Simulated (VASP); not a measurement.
Crystal: CdSe.

```
CELL_PARAMETERS angstrom
0.00000 2.87396 2.87396
2.87396 0.00000 2.87396
2.87396 2.87396 0.00000
ATOMIC_POSITIONS crystal
Cd 0.00000 0.00000 0.00000
Se 0.50000 0.50000 0.50000
```

* Program: VASP 6.6.1
* Task: relaxation of cell and atoms
* Functional: PBEsol
* Potentials or basis: VASP PAW PBE potentials, release 64 (Cd, Se)
* Cutoff: 600 eV
* k mesh: 8 × 8 × 8
* Occupations: fermi-dirac, width 0.05 eV
* Spin: no spin polarisation

At the start: pressure -3.5 GPa; volume 23.74 Å³/atom.

Problem. How do energy, volume and symmetry change on relaxing?

Solution. Over 3 steps the energy falls by 15.6 meV/atom and the volume is 22.41 Å³/atom (-5.6 %); space group Fm-3m (No. 225, to 0.1 Å) before and after.

The path:
| step | energy change (eV) | largest force (eV/Å) | pressure (GPa) | volume (Å³) |
| --- | --- | --- | --- | --- |
| 1 | 0.0000 | 0.0000 | -3.54 | 47.48 |
| 2 | -0.0273 | 0.0000 | 1.44 | 43.96 |
| 3 | -0.0311 | 0.0000 | -0.03 | 44.82 |

Final structure:
```cif
data_structure
_symmetry_space_group_name_H-M 'P 1'
_symmetry_Int_Tables_number 1
_cell_length_a 3.9870
_cell_length_b 3.9870
_cell_length_c 3.9870
_cell_angle_alpha 60.000
_cell_angle_beta 60.000
_cell_angle_gamma 60.000
_cell_volume 44.82
loop_
_atom_site_label
_atom_site_type_symbol
_atom_site_fract_x
_atom_site_fract_y
_atom_site_fract_z
_atom_site_occupancy
Cd1 Cd 0.00000 0.00000 0.00000 1
Se1 Se 0.50000 0.50000 0.50000 1
```

Caveat: the PAW data sets were made with another functional, which shifts forces and pressure a little.
